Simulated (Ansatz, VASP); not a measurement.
Two plane-wave programs on Al

```
CELL_PARAMETERS angstrom
2.81246 0.00000 0.00000
-1.40623 2.43566 0.00000
0.00000 0.00000 4.86685
ATOMIC_POSITIONS crystal
Al 0.66667 0.33333 0.75000
Al 0.33333 0.66667 0.25000
```

Alike in both runs: task single point; functional PBE; dispersion D3(BJ); k mesh 9 × 9 × 4; occupations gaussian, width 0.1 eV; no spin polarisation.

```csv
,VASP,Ansatz
version,VASP 6.6.1,Ansatz 0.2.0
potentials or method,"VASP PAW PBE potentials, release 64 (Al), cutoff 500 eV","scalar-relativistic, plane waves, PAW"
valence electrons in the cell,6,6
```

```csv
,VASP,Ansatz,Ansatz less VASP
gap on the k mesh at the Fermi level (eV),none,none,-
pressure (GPa),-2.8,-2.8,+0.01
"traceless stress, the component that is largest in VASP (GPa)",-0.10,-0.10,-0.003
```

A gap of «none» marks a metal or a gap that the smearing closes.
